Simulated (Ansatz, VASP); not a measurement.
## Cu: VASP beside Ansatz

The input INCAR:

```
SYSTEM = Cu
ALGO = Fast ; EDIFF = 1E-6
ENCUT = 520 ; GGA = PS
ISIF = 2 ; ISMEAR = 0
LASPH = .True. ; LCHARG = .True.
LELF = .True. ; LREAL = .False.
LVHAR = .True. ; LWAVE = .False.
NBANDS = 12 ; NELM = 100
PREC = Accurate ; SIGMA = 0.15
```

KPOINTS

```
k-points
0
Gamma
  24 24 24
  0 0 0
```

The input POSCAR:

```
Cu
1.0
   -1.4427933200      1.4427933200      1.4104834862
    1.4427933200     -1.4427933200      1.4104834862
    1.4427933200      1.4427933200     -1.4104834862
Cu
1
Direct
    0.0000000000      0.0000000000      0.0000000000
```

Input for Ansatz:

```yaml
crystal:
  lattice:
    - [-1.44279332, 1.44279332, 1.4104834862]
    - [1.44279332, -1.44279332, 1.4104834862]
    - [1.44279332, 1.44279332, -1.4104834862]
  atoms:
    - { symbol: Cu, position: [0.0, 0.0, 0.0] }
basis:
  ecutwfc: 420
kpoints:
  mp_grid: { grid: [24, 24, 24] }
hamiltonian:
  xc: pbesol
scf:
  occupations: { method: gaussian, width: 0.15 }
output:
  forces: true
  stress: true
  eigenvalues: true
```

Change from the starting cell: strain +0.000 along x and y, +0.025 along z, atoms carried along.

Alike in both runs: task single point; functional PBEsol; k mesh 24 × 24 × 24; occupations gaussian, width 0.15 eV; no spin polarisation.

```csv
,VASP,Ansatz
version,VASP 6.6.1,Ansatz 0.2.0
potentials or method,"VASP PAW PBE potentials, release 64 (Cu), cutoff 520 eV","scalar-relativistic, plane waves, PAW"
valence electrons in the cell,11,19
```

```tsv
	VASP	Ansatz	Ansatz less VASP
gap on the k mesh at the Fermi level (eV)	none	none	-
pressure (GPa)	-4.5	-5.1	-0.66
traceless stress, the component that is largest in VASP (GPa)	-0.09	-0.07	+0.011
```

VASP's potentials were made for PBE, not for PBEsol. A gap of «none» marks a metal or a gap that the smearing closes. The functional is the same, so the differences come from potentials, cutoffs and numerics. VASP's potentials hold 11 valence electrons a cell and Ansatz's 19, so a difference there can come from the potentials and not from the codes.
